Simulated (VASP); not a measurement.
Input of a VASP 6.6.1 run:

INCAR

```
ALGO = Fast
EDIFF = 1E-6
ENCUT = 520
GGA = PE
ISIF = 2
ISMEAR = 0
LASPH = T
LCHARG = F
LREAL = F
LWAVE = F
NBANDS = 37
NELM = 100
PREC = Accurate
SIGMA = 0.1
```

KPOINTS

```
k-points
0
Gamma
  8 8 8
```

The input POSCAR:

```
MgTl2
1.0
    0.0000000000      4.5361053305      4.5361053305
    4.5361053305      0.0000000000      4.5361053305
    4.5361053305      4.5361053305      0.0000000000
Mg Tl
2 4
Direct
    0.5000000000      0.5000000000      0.5000000000
    0.7500000000      0.7500000000      0.7500000000
    0.1250000000      0.1250000000      0.1250000000
    0.6250000000      0.1250000000      0.1250000000
    0.1250000000      0.1250000000      0.6250000000
    0.1250000000      0.6250000000      0.1250000000
```

Potentials or basis: VASP PAW PBE potentials, release 64 (Mg, Tl_d).

Command:

```bash
$ cat potpaw_PBE.64/Mg/POTCAR potpaw_PBE.64/Tl_d/POTCAR > POTCAR
$ mpirun -np 1 vasp_std > vasp.out
```

(1) Estimate the band gap on the k mesh.

(2) Estimate the pressure.

Results:

(1) zero (bands 28 and 29 overlap by 2.21 eV).

(2) 0.0 GPa.

Caveat: spin-orbit coupling is left out, which moves the levels of the heavy elements.
